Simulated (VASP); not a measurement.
A run of VASP 6.6.1 is set up as follows.

Contents of INCAR:

```
ALGO     = Normal         # electronic algorithm
EDIFF    = 1E-6           # SCF threshold, eV
ENCUT    = 520            # plane-wave cutoff, eV
GGA      = PE             # functional
ISIF     = 2              # what is computed and relaxed
ISMEAR   = 0              # smearing method
LASPH    = True           # aspherical terms in the spheres
LCHARG   = True           # write CHGCAR
LELF     = True           # ELF
LREAL    = False          # projectors in reciprocal space
LVHAR    = True         
LWAVE    = False          # write WAVECAR
NBANDS   = 41             # bands
NELM     = 80             # most SCF steps
PREC     = Accurate       # precision mode
SIGMA    = 0.2            # smearing width, eV
```

KPOINTS

```
k-points
0
Gamma
  4 4 3
```

POSCAR

```
Hf5C3
1.0
    5.9335769945     -0.0000000031      0.0000000000
   -2.9667884945      5.1386284141      0.0000000000
    0.0000000000      0.0000000000      6.0546227285
Hf C
5 3
Direct
    0.5000000000      0.0000000000      0.5000000000
    0.0000000000      0.5000000000      0.5000000000
    0.5000000000      0.5000000000      0.5000000000
    0.3333333333      0.6666666667     -0.0464535126
    0.6666666667      0.3333333333      1.0464535126
    0.3333333333      0.6666666667      0.2872738089
    0.6666666667      0.3333333333      0.7127261911
    0.0000000000      0.0000000000      0.0000000000
```

Potentials or basis: VASP PAW PBE potentials, release 64 (Hf_pv, C).

Command:

```console
$ cat potpaw_PBE.64/Hf_pv/POTCAR potpaw_PBE.64/C/POTCAR > POTCAR
$ mpirun -np 1 vasp_std > vasp.out
```

Task: Estimate the largest force.

Result: 0.076 eV/Å.

Task: Predict the band gap on the k mesh.

Result: Zero (bands 31 and 32 overlap by 0.75 eV).

Forces on the atoms (eV/Å):
```
Hf   0.000  0.000  0.000
Hf   0.000  0.000  0.000
Hf   0.000  0.000  0.000
Hf   0.000  0.000  0.076
Hf   0.000  0.000 -0.076
C    0.000  0.000  0.022
C    0.000  0.000 -0.022
C    0.000  0.000  0.000
```

Caveat: spin-orbit coupling is left out, which moves the levels of the heavy elements.
